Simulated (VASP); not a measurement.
# NaLi5 in VASP: further runs

NaLi5 is run at these levels: PBE; tasks: relaxation of shape and atoms at fixed volume.

All numbers are computed with VASP 6.6.1; they aren't measurements. Logs are shortened: lines on timing, memory, paths and dates and some standing lists are left out, and cuts for length are marked.

### Step 1. The cell of the first run

The typed cell holds 6 atoms: a = 4.619 Å, b = 6.114 Å, c = 6.114 Å, α = 135.41°, β = 90.00°, γ = 90.00°.

### Step 2. Relaxation of shape and atoms at fixed volume, PBE (20.21 Å³/atom)

Input file INCAR:

```
  ALGO = Fast
  EDIFF = 1E-6
  EDIFFG = -0.01
  ENCUT = 600
  GGA = PE
  IBRION = 2
  ISIF = 4
  ISMEAR = 0
  LASPH = T
  LCHARG = F
  LREAL = F
  LWAVE = F
  NELM = 100
  NSW = 50
  PREC = Accurate
  SIGMA = 0.1
```

Input file KPOINTS:

```
k-points
0
Gamma
  8 8 8
```

Input file POSCAR:

```
NaLi5
1.0
    4.6192984255      0.0000000000      0.0000000000
    0.0000000000      5.6569707878      2.3197999033
    0.0000000000     -5.6569707878      2.3197999033
Na Li
1 5
Direct
    0.0000000000      0.0833305180      0.0833305180
    0.0000000000      0.4109571767      0.7557010469
    0.0000000000      0.7557010469      0.4109571767
    0.5000000000      0.5832968559      0.5832968559
    0.5000000000      0.2606665338      0.9058944012
    0.5000000000      0.9058944012      0.2606665338
```

Potentials or basis: VASP PAW PBE potentials, release 64 (Na_pv, Li_sv).

Command:

```console
cat potpaw_PBE.64/Na_pv/POTCAR potpaw_PBE.64/Li_sv/POTCAR > POTCAR
mpirun -np 1 vasp_std > vasp.out
```

OUTCAR:

```text
EDIFF = 1E-6
   EDIFFG = -0.01
   ENCUT = 600
   GGA = PE
   IBRION = 2
   ISIF = 4
   ISMEAR = 0
   LASPH = T
   LREAL = F
   NELM = 100
   NSW = 50
   PREC = Accurate

 ion  position               nearest neighbor table
   1  0.000  0.083  0.083-
   2  0.000  0.411  0.756-
   3  0.000  0.756  0.411-
   4  0.500  0.583  0.583-
   5  0.500  0.261  0.906-
   6  0.500  0.906  0.261-

  LATTYP: Found a base centered orthorhombic cell.
 ALAT       =     4.6395998066
 B/A-ratio  =     2.4385597998
 C/A-ratio  =     0.9956243250

  Lattice vectors:

 A1 = (   0.0000000000,   5.6569707878,   2.3197999033)
 A2 = (   0.0000000000,  -5.6569707878,   2.3197999033)
 A3 = (   4.6192984255,   0.0000000000,   0.0000000000)

Analysis of symmetry for initial positions (statically):
=====================================================================
 Subroutine PRICEL returns:
 Original cell was already a primitive cell.

 Routine SETGRP: Setting up the symmetry group for a
 base centered orthorhombic supercell.

 Subroutine GETGRP returns: Found  4 space group operations
 (whereof  4 operations were pure point group operations)
 out of a pool of  8 trial point group operations.

The static configuration has the point symmetry C_2v.

Analysis of symmetry for dynamics (positions and initial velocities):
=====================================================================
 Subroutine PRICEL returns:
 Original cell was already a primitive cell.

 Routine SETGRP: Setting up the symmetry group for a
 base centered orthorhombic supercell.

 Subroutine GETGRP returns: Found  4 space group operations
 (whereof  4 operations were pure point group operations)
 out of a pool of  8 trial point group operations.

The dynamic configuration has the point symmetry C_2v.

 Subroutine INISYM returns: Found  4 space group operations
 (whereof  4 operations are pure point group operations),
 and found     1 'primitive' translations

----------------------------------------------------------------------------------------

                                     Primitive cell

  volume of cell :     121.2385

  direct lattice vectors                    reciprocal lattice vectors
     4.619298426  0.000000000  0.000000000     0.216483091  0.000000000  0.000000000
     0.000000000  5.656970788  2.319799903     0.000000000  0.088386527  0.215535831
     0.000000000 -5.656970788  2.319799903     0.000000000 -0.088386527  0.215535831

  length of vectors
     4.619298426  6.114146718  6.114146718     0.216483091  0.232954658  0.232954658

  position of ions in fractional coordinates (direct lattice)
     0.000000000  0.083330518  0.083330518
     0.000000000  0.410957177  0.755701047
     0.000000000  0.755701047  0.410957177
     0.500000000  0.583296856  0.583296856
     0.500000000  0.260666534  0.905894401
     0.500000000  0.905894401  0.260666534

  ion indices of the primitive-cell ions
   primitive index   ion index
                 1           1
                 2           2
                 3           3
                 4           4
                 5           5
                 6           6

----------------------------------------------------------------------------------------

 KPOINTS: k-points

Automatic generation of k-mesh.
 Grid dimensions read from file:
 generate k-points for:    8    8    8

 Generating k-lattice:

  Cartesian coordinates                     Fractional coordinates (reciprocal lattice)
     0.027060386  0.000000000  0.000000000     0.125000000  0.000000000  0.000000000
     0.000000000  0.011048316  0.026941979     0.000000000  0.125000000  0.000000000
     0.000000000 -0.011048316  0.026941979     0.000000000  0.000000000  0.125000000

  Length of vectors
     0.027060386  0.029119332  0.029119332

  Shift w.r.t. Gamma in fractional coordinates (k-lattice)
     0.000000000  0.000000000  0.000000000

 Subroutine IBZKPT returns following result:
 ===========================================

 Found    105 irreducible k-points:

 Following reciprocal coordinates:
            Coordinates               Weight
  0.000000  0.000000  0.000000      1.000000
  0.125000  0.000000  0.000000      2.000000
  0.250000  0.000000  0.000000      2.000000
  0.375000  0.000000  0.000000      2.000000
  0.500000  0.000000  0.000000      1.000000
  0.000000  0.125000  0.000000      4.000000
[... 16 lines left out ...]
  0.250000  0.500000  0.000000      4.000000
  0.375000  0.500000  0.000000      4.000000
 [... further k-points ...]
   k-points           NKPTS =    105   k-points in BZ     NKDIM =    105   number of bands    NBANDS=     15
   number of dos      NEDOS =    301   number of ions     NIONS =      6
   total plane-waves  NPLWV = 100000
   dimension x,y,z NGX =    40 NGY =   50 NGZ =   50
   dimension x,y,z NGXF=    80 NGYF=  100 NGZF=  100
   ions per type =               1   5
   NGX,Y,Z   is equivalent  to a cutoff of  14.40, 13.60, 13.60 a.u.
   NGXF,Y,Z  is equivalent  to a cutoff of  28.79, 27.19, 27.19 a.u.
 SYSTEM =  unknown system
   PREC   = accura    normal or accurate (medium, high low for compatibility)
   ISTART =      0    job   : 0-new  1-cont  2-samecut
   ICHARG =      2    charge: 1-file 2-atom 10-const
   ISPIN  =      1    spin polarized calculation?
   LNONCOLLINEAR =      F non collinear calculations
   LSORBIT =      F    spin-orbit coupling
   LASPH  =      T    aspherical Exc in radial PAW
   ENCUT  =  600.0 eV  44.10 Ry    6.64 a.u.   9.23 12.21 12.21*2*pi/ulx,y,z
   NELM   =    100;   NELMIN=  2; NELMDL= -5     # of ELM steps
   EDIFF  = 0.1E-05   stopping-criterion for ELM
   LREAL  =      F    real-space projection
   EDIFFG = -.1E-01   stopping-criterion for IOM
   NSW    =     50    number of steps for IOM
   IBRION =      2    ionic relax: 0-MD 1-quasi-New 2-CG
   NFREE  =      1    steps in history (QN), initial steepest desc. (CG)
   ISIF   =      4    stress and relaxation
   ISYM   =      2    0-nonsym 1-usesym 2-fastsym
   POTIM  = 0.5000    time-step for ionic-motion
   TEBEG  =    0.0;   TEEND  =   0.0 temperature during run
   PSTRESS=    0.0 pullay stress
   NELECT =      22.0000    total number of electrons
   NUPDOWN=      -1.0000    fix difference up-down
   EMIN   =  10.00;   EMAX   =-10.00  energy-range for DOS
   EFERMI =   0.00;   METHOD = LEGACY
   ISMEAR =     0;   SIGMA  =   0.10  broadening in eV -4-tet -1-fermi 0-gaus
   EFERMI_NEDOS =   21; number of points for ismear=-14 and -15
   IALGO  =     68    algorithm
   IMIX   =      4    mixing-type and parameters
     AMIX     =   0.40;   BMIX     =  1.00
     AMIX_MAG =   1.60;   BMIX_MAG =  1.00
  volume/ion in A,a.u.               =      20.21       136.36
  Fermi-wavevector in a.u.,A,eV,Ry     =   0.926835  1.751463 11.687709  0.859022
  Thomas-Fermi vector in A             =   2.052840
   LORBIT       =      0    0 simple, 1 ext, 2 COOP (PROOUT), +10 PAW based schemes
   GGA     = PE    functional components
   LHFCALC =     F    Hartree Fock is set to
   AEXX    =    0.0000 exact exchange contribution
   IVDW    =     0    specifies the selected vdW correction
   LEPSILON=     F    determine dielectric tensor
   LRPA    =     F    only Hartree local field effects (RPA)
 conjugate gradient relaxation of ions
 non-spin polarized calculation
 RMM-DIIS sequential band-by-band and
 Gauss-broadening in eV      SIGMA  =   0.10
  energy-cutoff  :      600.00
  volume of cell :      121.24
 maximum number of plane-waves:      4070
 NGX is ok and might be reduce to    40
   NGX = 19   NGY = 25   NGZ = 25

 number of electron      22.0000017 magnetization

 Free energy of the ion-electron system (eV)
  ---------------------------------------------------
  ext. energy  EPLUGINS =         0.00000000
  ---------------------------------------------------
  free energy    TOTEN  =       -10.56567804 eV

  energy without entropy =      -10.55409747  energy(sigma->0) =      -10.55988775

 E-fermi :   0.9843     XC(G=0):  -7.2660

 val. band max:        0.9837016289   @ k =   0.0000   0.0000   0.0000
 cond. band min:       0.9973108098   @ k =   0.3750   0.2500   0.0000
 fundamental gap:      0.0136091809
 Fermi energy:         0.9843131278

 k-point     1 :       0.0000    0.0000    0.0000
  band No.  band energies     occupation
      1     -45.6396      2.00000
      2     -45.6003      2.00000
      3     -45.5890      2.00000
      4     -45.5570      2.00000
      5     -45.5453      2.00000
      6     -23.2941      2.00000
      7     -23.2897      2.00000
      8     -23.2879      2.00000
      9      -2.7739      2.00000
     10       0.9513      1.35929
     11       0.9837      1.00690
     12       1.7704      0.00000
     13       2.4860      0.00000
     14       3.3245      0.00000
     15       4.4892      0.00000

 k-point     2 :       0.1250    0.0000    0.0000
  band No.  band energies     occupation
      1     -45.6395      2.00000
      2     -45.6002      2.00000
      3     -45.5889      2.00000
      4     -45.5573      2.00000
      5     -45.5454      2.00000
      6     -23.2941      2.00000
      7     -23.2900      2.00000
      8     -23.2879      2.00000
      9      -2.6869      2.00000
     10       1.0281      0.53549
     11       1.0551      0.31657
     12       1.2375      0.00034
     13       2.5938      0.00000
     14       3.4192      0.00000
     15       4.1169      0.00000
[... 365 lines left out ...]
      3     -45.5942      2.00000
      4     -45.5519      2.00000
      5     -45.5518      2.00000
      6     -23.2960      2.00000
      7     -23.2906      2.00000
      8     -23.2878      2.00000
      9      -0.8851      2.00000
     10      -0.7672      2.00000
     11       0.7432      1.99935
     12       0.9585      1.28494
     13       1.8001      0.00000
     14       1.9005      0.00000
     15       4.6499      0.00000

 k-point    24 :       0.3750    0.5000    0.0000
  band No.  band energies     occupation
      1     -45.6388      2.00000
      2     -45.5941      2.00000
      3     -45.5940      2.00000
      4     -45.5522      2.00000
      5     -45.5521      2.00000
      6     -23.2960      2.00000
      7     -23.2913      2.00000
      8     -23.2878      2.00000
      9      -0.4405      2.00000
     10      -0.3705      2.00000
     11       0.8439      1.95289
     12       0.9172      1.65770
     13       1.1076      0.08125
     14       1.1377      0.03006
     15       4.1159      0.00000

 [... further k-points ...]

------------------------ aborting loop because EDIFF is reached ----------------------------------------

  FORCE on cell =-STRESS in cart. coord.  units (eV):
  Direction    XX          YY          ZZ          XY          YZ          ZX
  --------------------------------------------------------------------------------------
  -------------------------------------------------------------------------------------
  Total        1.4110623      1.4495764      1.4167489      0.0000000      0.0000000      0.0000000
  in kB       18.6473142     19.1562821     18.7224639      0.0000000      0.0000000      0.0000000
  external PRESSURE =      18.8420201 kB  Pullay stress =       0.0000000 kB

 VOLUME and BASIS-vectors are now :
 -----------------------------------------------------------------------------
  energy-cutoff  :      600.00
  volume of cell :      121.24
      direct lattice vectors                 reciprocal lattice vectors
     4.619298426  0.000000000  0.000000000     0.216483091  0.000000000  0.000000000
     0.000000000  5.656970788  2.319799903     0.000000000  0.088386527  0.215535831
     0.000000000 -5.656970788  2.319799903     0.000000000 -0.088386527  0.215535831

 POSITION                                       TOTAL-FORCE (eV/Angst)
 -----------------------------------------------------------------------------------
      0.00000      0.00000      0.38662         0.000000      0.000000      0.000143
      0.00000     -1.95021      2.70641         0.000000      0.002669     -0.000083
      0.00000      1.95021      2.70641         0.000000     -0.002669     -0.000083
      2.30965      0.00000      2.70626         0.000000      0.000000     -0.000024
      2.30965     -3.65004      2.70619         0.000000     -0.002482      0.000023
      2.30965      3.65004      2.70619         0.000000      0.002482      0.000023
 -----------------------------------------------------------------------------------
    total drift:                                0.000000     -0.000000      0.000108

  FREE ENERGIE OF THE ION-ELECTRON SYSTEM (eV)
  ---------------------------------------------------
  free  energy   TOTEN  =       -10.5656780362 eV

  energy  without entropy=      -10.5540974686  energy(sigma->0) =      -10.55988775

 reached required accuracy - stopping structural energy minimisation
```

Run time: 32 min. Hardware: 1 thread of Intel Xeon 8259CL, shared host; peak memory 0.4 GiB.

What came out:

- Free energy: -10.5657 eV
- Pressure after relaxing: 1.9 GPa
- Band gap on the k mesh: zero (bands 11 and 12 overlap by 2.30 eV)

Forces on the atoms (eV/Å):
```
Na   0.000  0.000  0.000
Li   0.000  0.003  0.000
Li   0.000 -0.003  0.000
Li   0.000  0.000  0.000
Li   0.000 -0.002  0.000
Li   0.000  0.002  0.000
```

Final structure:
```yaml
crystal:
  lattice:
    - [4.61930, 0.00000, 0.00000]
    - [0.00000, 5.65697, 2.31980]
    - [0.00000, -5.65697, 2.31980]
  atoms:
    - { symbol: Na, position: [0.00000, 0.08333, 0.08333] }
    - { symbol: Li, position: [0.00000, 0.41096, 0.75570] }
    - { symbol: Li, position: [0.00000, 0.75570, 0.41096] }
    - { symbol: Li, position: [0.50000, 0.58330, 0.58330] }
    - { symbol: Li, position: [0.50000, 0.26067, 0.90589] }
    - { symbol: Li, position: [0.50000, 0.90589, 0.26067] }
```

Levels at points of the mesh, in eV from the Fermi level:
| k point | band 7 | band 8 | band 9 | band 10 | band 11 | band 12 | band 13 | band 14 | band 15 |
| --- | --- | --- | --- | --- | --- | --- | --- | --- | --- |
| (0.00, 0.00, 0.00) | -24.27 | -24.27 | -3.76 | -0.03 | 0.00 | 0.79 | 1.50 | 2.34 | 3.50 |
| (0.50, 0.00, 0.00) | -24.28 | -24.27 | -2.46 | -2.28 | 0.90 | 0.95 | 1.46 | 1.55 | 3.22 |
| (0.00, 0.50, 0.00) | -24.27 | -24.27 | -2.23 | -2.07 | -0.47 | -0.20 | 2.46 | 2.74 | 2.95 |
| (0.50, 0.50, 0.00) | -24.28 | -24.27 | -0.91 | -0.89 | -0.71 | -0.67 | 0.12 | 0.22 | 2.87 |
| (0.00, 0.50, 0.50) | -24.27 | -24.27 | -2.90 | -2.75 | 0.75 | 1.55 | 2.37 | 3.45 | 3.51 |
| (0.50, 0.50, 0.50) | -24.28 | -24.27 | -1.56 | -1.53 | -1.44 | -1.30 | 2.20 | 2.67 | 3.96 |

Caveat: the cutoff is under 1.25 times the usual one of these potentials, so pressure, stress and relaxed cells hold a basis-set (Pulay) error; the relaxation stopped at its first step, so nothing moved.

### Step 3. Relaxation of shape and atoms at fixed volume, PBE (20.90 Å³/atom)

This run uses another cell than the first one, of 20.90 Å³/atom.

INCAR: that of step 2 with these lines changed.

```diff
@@ -8,6 +8,6 @@
   ISMEAR = 0
-  LASPH = T
-  LCHARG = F
-  LREAL = F
-  LWAVE = F
+  LASPH = True
+  LCHARG = False
+  LREAL = False
+  LWAVE = False
   NELM = 100
```

KPOINTS is that of step 2.

Input file POSCAR:

```
NaLi5
1.0
    4.6726206463      0.0000000000      0.0000000000
    0.0000000000      5.7178562700      2.3462562618
    0.0000000000     -5.7178562700      2.3462562618
Na Li
1 5
Direct
    0.0000000000      0.0833590875      0.0833590875
    0.0000000000      0.4104066031      0.7563122102
    0.0000000000      0.7563122102      0.4104066031
    0.5000000000      0.5832815343      0.5832815343
    0.5000000000      0.2610547217      0.9054323756
    0.5000000000      0.9054323756      0.2610547217
```

Potentials or basis: VASP PAW PBE potentials, release 64 (Na_pv, Li_sv).

Command:

```console
cat potpaw_PBE.64/Na_pv/POTCAR potpaw_PBE.64/Li_sv/POTCAR > POTCAR
mpirun -np 1 vasp_std > vasp.out
```

Wall time 37 min (1 thread of Intel Xeon 8259CL, shared host); peak memory 0.41 GiB.

Results (log left out):

| Property | Result |
| --- | --- |
| Free energy | -10.6092 eV |
| Pressure after relaxing | 1.3 GPa |
| Largest force after relaxing | 0.010 eV/Å |
| Band gap on the k mesh | zero (bands 11 and 12 overlap by 2.26 eV) |

Forces on the atoms (eV/Å):
```
Na   0.000  0.000  0.000
Li   0.000  0.010  0.000
Li   0.000 -0.010  0.000
Li   0.000  0.000  0.000
Li   0.000 -0.008  0.000
Li   0.000  0.008  0.000
```

Final structure:
```
Na Li
1.0
     4.67262    0.00000    0.00000
     0.00000    5.71786    2.34626
     0.00000   -5.71786    2.34626
Na Li
1 5
Direct
  0.00000 0.08336 0.08336
  0.00000 0.41041 0.75631
  0.00000 0.75631 0.41041
  0.50000 0.58328 0.58328
  0.50000 0.26105 0.90543
  0.50000 0.90543 0.26105
```

Levels at points of the mesh, in eV from the Fermi level:
| k point | band 9 | band 10 | band 11 | band 12 | band 13 | band 14 |
| --- | --- | --- | --- | --- | --- | --- |
| (0.00, 0.00, 0.00) | -3.71 | -0.03 | -0.01 | 0.77 | 1.47 | 2.31 |
| (0.50, 0.00, 0.00) | -2.43 | -2.25 | 0.89 | 0.95 | 1.44 | 1.51 |
| (0.00, 0.50, 0.00) | -2.20 | -2.05 | -0.46 | -0.20 | 2.42 | 2.70 |
| (0.50, 0.50, 0.00) | -0.89 | -0.88 | -0.70 | -0.67 | 0.13 | 0.23 |
| (0.00, 0.50, 0.50) | -2.85 | -2.72 | 0.74 | 1.52 | 2.33 | 3.44 |
| (0.50, 0.50, 0.50) | -1.52 | -1.52 | -1.43 | -1.28 | 2.16 | 2.61 |

Caveat: the cutoff is under 1.25 times the usual one of these potentials, so pressure, stress and relaxed cells hold a basis-set (Pulay) error; the relaxation stopped at its first step, so nothing moved.

The gap in the log of VASP goes by the Fermi energy; the results here count the filled bands.